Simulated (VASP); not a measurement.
# Si5Sn (P6/mmm) in VASP: a series of runs

Runs on Si5Sn. Level: PBE. Tasks: relaxation of cell and atoms, single point.

Everything below comes from runs of VASP 6.6.1. Logs are shortened: lines on timing, memory, paths and dates and some standing lists are left out, and cuts for length are marked.

## (1) The cell of the first run

The structure is hexagonal, space group P6/mmm (No. 191). Conventional cell: a = 5.580 Å, b = 5.580 Å, c = 7.337 Å, α = 90.00°, β = 90.00°, γ = 120.00°. Si (site symmetry mmm) has 8 Si at 2.79 to 3.81 Å and 2 Sn at 2.79 Å within 3.9 Å. Within 2.8 Å of Si (site symmetry 6mm) lie 1 Si at 2.15 Å and 1 Sn at 2.59 Å. Within 3.4 Å of Sn (site symmetry 6/mmm) lie 8 Si at 2.59 to 2.79 Å.

The cell was generated, and may not be a known phase.

## (2) Relaxation of cell and atoms, PBE

Contents of INCAR:

```
  PREC = Accurate
  ENCUT = 600
  EDIFF = 1E-6
  ISMEAR = 0
  SIGMA = 0.1
  LREAL = F
  LASPH = T
  NELM = 60
  ALGO = Normal
  ISIF = 3
  LWAVE = F
  LCHARG = F
  GGA = PE
  IBRION = 2
  NSW = 90
  EDIFFG = -0.04
```

Contents of KPOINTS:

```
Automatic mesh
0
Gamma
  6 6 4
```

Contents of POSCAR:

```
Si5Sn
1.0
    5.5796063954      0.0000000000      0.0000000000
   -2.7898031977      4.8320808815      0.0000000000
    0.0000000000      0.0000000000      7.3369394240
Si Sn
5 1
Direct
    0.5000000000      0.0000000000      0.5000000000
    0.0000000000      0.5000000000      0.5000000000
    0.5000000000      0.5000000000      0.5000000000
    0.0000000000      0.0000000000      0.8536747480
    0.0000000000      0.0000000000      0.1463252520
    0.0000000000      0.0000000000      0.5000000000
```

Potentials or basis: VASP PAW PBE potentials, release 64 (Si, Sn_d).

Run with:

```bash
> cat potpaw_PBE.64/Si/POTCAR potpaw_PBE.64/Sn_d/POTCAR > POTCAR
> mpirun -np 1 vasp_std > vasp.out
```

OUTCAR:

```text
PREC = Accurate
   ENCUT = 600
   EDIFF = 1E-6
   ISMEAR = 0
   LREAL = F
   LASPH = T
   NELM = 60
   ISIF = 3
   GGA = PE
   IBRION = 2
   NSW = 90
   EDIFFG = -0.04

 ion  position               nearest neighbor table
   1  0.500  0.000  0.500-   2 2.79   3 2.79   3 2.79   2 2.79   6 2.79   6 2.79
   2  0.000  0.500  0.500-   1 2.79   6 2.79   6 2.79   1 2.79   3 2.79   3 2.79
   3  0.500  0.500  0.500-   1 2.79   6 2.79   1 2.79   6 2.79   2 2.79   2 2.79
   4  0.000  0.000  0.854-   5 2.15   6 2.59
   5  0.000  0.000  0.146-   4 2.15   6 2.59
   6  0.000  0.000  0.500-   4 2.59   5 2.59   2 2.79   3 2.79   2 2.79   3 2.79   1 2.79   1 2.79

  LATTYP: Found a hexagonal cell.
 ALAT       =     5.5796063954
 C/A-ratio  =     1.3149564511

  Lattice vectors:

 A1 = (   5.5796063954,   0.0000000000,   0.0000000000)
 A2 = (  -2.7898031977,   4.8320808815,   0.0000000000)
 A3 = (   0.0000000000,   0.0000000000,   7.3369394240)

Analysis of symmetry for initial positions (statically):
=====================================================================
 Subroutine PRICEL returns:
 Original cell was already a primitive cell.

 Routine SETGRP: Setting up the symmetry group for a
 hexagonal supercell.

 Subroutine GETGRP returns: Found 24 space group operations
 (whereof 24 operations were pure point group operations)
 out of a pool of 24 trial point group operations.

The static configuration has the point symmetry D_6h.

Analysis of symmetry for dynamics (positions and initial velocities):
=====================================================================
 Subroutine PRICEL returns:
 Original cell was already a primitive cell.

 Routine SETGRP: Setting up the symmetry group for a
 hexagonal supercell.

 Subroutine GETGRP returns: Found 24 space group operations
 (whereof 24 operations were pure point group operations)
 out of a pool of 24 trial point group operations.

The dynamic configuration has the point symmetry D_6h.

 Subroutine INISYM returns: Found 24 space group operations
 (whereof 24 operations are pure point group operations),
 and found     1 'primitive' translations

----------------------------------------------------------------------------------------

                                     Primitive cell

  volume of cell :     197.8120

  direct lattice vectors                    reciprocal lattice vectors
     5.579606395  0.000000000  0.000000000     0.179224112  0.103475089  0.000000000
[... 80 lines left out ...]
 SYSTEM =  unknown system
   PREC   = accura    normal or accurate (medium, high low for compatibility)
   ISTART =      0    job   : 0-new  1-cont  2-samecut
   ICHARG =      2    charge: 1-file 2-atom 10-const
   ISPIN  =      1    spin polarized calculation?
   LNONCOLLINEAR =      F non collinear calculations
   LSORBIT =      F    spin-orbit coupling
   LASPH  =      T    aspherical Exc in radial PAW
   ENCUT  =  600.0 eV  44.10 Ry    6.64 a.u.  11.14 11.14 14.65*2*pi/ulx,y,z
   NELM   =     60;   NELMIN=  2; NELMDL= -5     # of ELM steps
   EDIFF  = 0.1E-05   stopping-criterion for ELM
   LREAL  =      F    real-space projection
   EDIFFG = -.4E-01   stopping-criterion for IOM
   NSW    =     90    number of steps for IOM
   IBRION =      2    ionic relax: 0-MD 1-quasi-New 2-CG
   NFREE  =      1    steps in history (QN), initial steepest desc. (CG)
   ISIF   =      3    stress and relaxation
   ISYM   =      2    0-nonsym 1-usesym 2-fastsym
   POTIM  = 0.5000    time-step for ionic-motion
   TEBEG  =    0.0;   TEEND  =   0.0 temperature during run
   PSTRESS=    0.0 pullay stress
   NELECT =      34.0000    total number of electrons
   NUPDOWN=      -1.0000    fix difference up-down
   EMIN   =  10.00;   EMAX   =-10.00  energy-range for DOS
   EFERMI =   0.00;   METHOD = LEGACY
   ISMEAR =     0;   SIGMA  =   0.10  broadening in eV -4-tet -1-fermi 0-gaus
   EFERMI_NEDOS =   21; number of points for ismear=-14 and -15
   IALGO  =     38    algorithm
   IMIX   =      4    mixing-type and parameters
     AMIX     =   0.40;   BMIX     =  1.00
     AMIX_MAG =   1.60;   BMIX_MAG =  1.00
  volume/ion in A,a.u.               =      32.97       222.48
  Fermi-wavevector in a.u.,A,eV,Ry     =   0.910228  1.720082 11.272634  0.828515
  Thomas-Fermi vector in A             =   2.034366
   LORBIT       =      0    0 simple, 1 ext, 2 COOP (PROOUT), +10 PAW based schemes
   GGA     = PE    functional components
   LHFCALC =     F    Hartree Fock is set to
   AEXX    =    0.0000 exact exchange contribution
   IVDW    =     0    specifies the selected vdW correction
   LEPSILON=     F    determine dielectric tensor
   LRPA    =     F    only Hartree local field effects (RPA)
 conjugate gradient relaxation of ions
 non-spin polarized calculation
 Gauss-broadening in eV      SIGMA  =   0.10
  energy-cutoff  :      600.00
  volume of cell :      197.81
 maximum number of plane-waves:      6629
 NGX is ok and might be reduce to    48
   NGX = 23   NGY = 23   NGZ = 29

--------------------------------------- Ionic step        1  -------------------------------------------

 number of electron      33.9999995 magnetization

 Free energy of the ion-electron system (eV)
  ---------------------------------------------------
  ext. energy  EPLUGINS =         0.00000000
  ---------------------------------------------------
  free energy    TOTEN  =       -22.65589848 eV

  energy without entropy =      -22.62714482  energy(sigma->0) =      -22.64152165

------------------------ aborting loop because EDIFF is reached ----------------------------------------

  FORCE on cell =-STRESS in cart. coord.  units (eV):
  Direction    XX          YY          ZZ          XY          YZ          ZX
  --------------------------------------------------------------------------------------
  -------------------------------------------------------------------------------------
  Total       -0.6550997     -0.6550997      3.0401225     -0.0000000      0.0000000     -0.0000000
  in kB       -5.3059758     -5.3059758     24.6234541     -0.0000000      0.0000000     -0.0000000
  external PRESSURE =       4.6705008 kB  Pullay stress =       0.0000000 kB
[... 107 lines left out ...]
--------------------------------------- Ionic step        4  -------------------------------------------

 number of electron      33.9999998 magnetization

 Free energy of the ion-electron system (eV)
  ---------------------------------------------------
  ext. energy  EPLUGINS =         0.00000000
  ---------------------------------------------------
  free energy    TOTEN  =       -22.69380010 eV

  energy without entropy =      -22.66295908  energy(sigma->0) =      -22.67837959

 E-fermi :   2.3251     XC(G=0):  -7.5213

 val. band max:        2.3144241958   @ k =   0.5000   0.0000   0.0000
 cond. band min:       2.3254043558   @ k =   0.5000   0.0000   0.5000
 fundamental gap:      0.0109801600
 Fermi energy:         2.3251490825

 k-point     1 :       0.0000    0.0000    0.0000
  band No.  band energies     occupation
      1     -19.3373      2.00000
      2     -19.3167      2.00000
      3     -19.3167      2.00000
      4     -19.2549      2.00000
      5     -19.2549      2.00000
      6      -9.1326      2.00000
[... 526 lines left out ...]
  FREE ENERGIE OF THE ION-ELECTRON SYSTEM (eV)
  ---------------------------------------------------
  free  energy   TOTEN  =       -22.6938000999 eV

  energy  without entropy=      -22.6629590779  energy(sigma->0) =      -22.67837959

 reached required accuracy - stopping structural energy minimisation
```

CONTCAR:

```text
Si5Sn
   1.00000000000000
     5.5428493526099256    0.0000000000000000   -0.0000000000000000
    -2.7714246763049628    4.8002483486764840   -0.0000000000000000
     0.0000000000000000   -0.0000000000000000    7.5070441081933090
  Si              Sn
     5     1
Direct
     0.5000000000000000    1.0000000000000000    0.5000000000000000
     0.0000000000000000    0.5000000000000000    0.5000000000000000
     0.5000000000000000    0.5000000000000000    0.5000000000000000
     0.0000000000000000    1.0000000000000000    0.8547137626943166
     0.0000000000000000    0.0000000000000000    0.1452862373056833
     0.0000000000000000    1.0000000000000000    0.5000000000000000

  0.00000000E+00  0.00000000E+00  0.00000000E+00
  0.00000000E+00  0.00000000E+00  0.00000000E+00
  0.00000000E+00  0.00000000E+00  0.00000000E+00
  0.00000000E+00  0.00000000E+00  0.00000000E+00
  0.00000000E+00  0.00000000E+00  0.00000000E+00
  0.00000000E+00  0.00000000E+00  0.00000000E+00
```

Run time: 5.7 min. Hardware: 1 thread of AMD EPYC 7R43 (Zen 3), shared host; peak memory 0.4 GiB.

Results:

| Quantity | Value |
| --- | --- |
| Free energy | -22.6938 eV |
| Relaxed volume | 33.29 Å³/atom |
| Relaxed cell | a = 5.543 Å, b = 5.543 Å, c = 7.507 Å, α = 90.00°, β = 90.00°, γ = 120.00° |
| Space group after relaxing (to 0.1 Å) | P6/mmm (No. 191) |
| Energy gained by relaxing | 6.3 meV/atom |
| Ionic steps | 4 |
| Pressure after relaxing | 0.0 GPa |
| Largest force after relaxing | 0.024 eV/Å |
| Band gap on the k mesh | zero (bands 17 and 18 overlap by 0.94 eV) |

Forces on the atoms (eV/Å):
```
Si   0.000  0.000  0.000
Si   0.000  0.000  0.000
Si   0.000  0.000  0.000
Si   0.000  0.000  0.024
Si   0.000  0.000 -0.024
Sn   0.000  0.000  0.000
```

The path:
| step | energy change (eV) | largest force (eV/Å) | pressure (GPa) | volume (Å³) |
| --- | --- | --- | --- | --- |
| 1 | 0.0000 | 0.1334 | 0.47 | 197.81 |
| 2 | -0.0315 | 0.3811 | -0.21 | 200.52 |
| 3 | -0.0329 | 0.2976 | -0.10 | 200.03 |
| 4 | -0.0379 | 0.0236 | 0.01 | 199.74 |

Final structure:
```xyz
6
Lattice="5.5428 0.0000 0.0000 -2.7714 4.8002 0.0000 0.0000 0.0000 7.5070" Properties=species:S:1:pos:R:3 pbc="T T T"
Si    0.0000    4.8002    3.7535
Si   -1.3857    2.4001    3.7535
Si    1.3857    2.4001    3.7535
Si   -2.7714    4.8002    6.4164
Si    0.0000    0.0000    1.0907
Sn   -2.7714    4.8002    3.7535
```

Caveat: spin-orbit coupling is left out, which moves the levels of the heavy elements.

## (3) Single point, PBE

This run uses another cell than the first one, of 33.30 Å³/atom.

Contents of INCAR:

```
SYSTEM = Si5Sn
PREC = Accurate ; ENCUT = 520
EDIFF = 1E-6 ; ISMEAR = 0
SIGMA = 0.1 ; LREAL = .FALSE.
LASPH = .TRUE. ; NELM = 80
ALGO = Normal ; ISIF = 2
LWAVE = .FALSE. ; LCHARG = .FALSE.
GGA = PE ; NBANDS = 26
```

Contents of KPOINTS:

```
Automatic mesh
0
G
  12 12 6
  0 0 0
```

Contents of POSCAR:

```
Si5Sn
1.0
    5.5327633988      0.0000000000      0.0000000000
   -2.7663816994      4.7915136565      0.0000000000
    0.0000000000      0.0000000000      7.5376046874
Si Sn
5 1
Direct
    0.5000000000      0.0000000000      0.5000000000
    0.0000000000      0.5000000000      0.5000000000
    0.5000000000      0.5000000000      0.5000000000
    0.0000000000      0.0000000000      0.8551213914
    0.0000000000      0.0000000000      0.1448786086
    0.0000000000      0.0000000000      0.5000000000
```

Potentials or basis: VASP PAW PBE potentials, release 64 (Si, Sn_d).

Run with:

```bash
> cat potpaw_PBE.64/Si/POTCAR potpaw_PBE.64/Sn_d/POTCAR > POTCAR
> mpirun -np 1 vasp_std > vasp.out
```

Run time: 6.2 min. Hardware: 1 thread of AMD EPYC 7R43 (Zen 3), shared host; peak memory 0.48 GiB.

Results (log left out):

| Item | Value |
| --- | --- |
| Free energy | -22.7345 eV |
| Pressure | 0.0 GPa |
| Band gap on the k mesh | zero (bands 17 and 18 overlap by 0.91 eV) |

Levels at points of the mesh, in eV from the Fermi level:
```csv
k point,band 14,band 15,band 16,band 17,band 18,band 19,band 20,band 21
"(0.00, 0.00, 0.00)",-4.38,-1.35,-0.04,-0.04,0.41,1.57,1.57,1.69
"(0.50, 0.00, 0.00)",-0.93,-0.80,-0.12,-0.01,0.21,0.34,0.42,0.86
"(0.00, 0.00, 0.50)",-3.97,-2.81,-0.55,-0.41,-0.41,1.64,1.64,2.63
"(0.50, 0.00, 0.50)",-0.78,-0.64,-0.13,0.02,0.19,0.21,0.37,1.86
```

Caveat: spin-orbit coupling is left out, which moves the levels of the heavy elements.
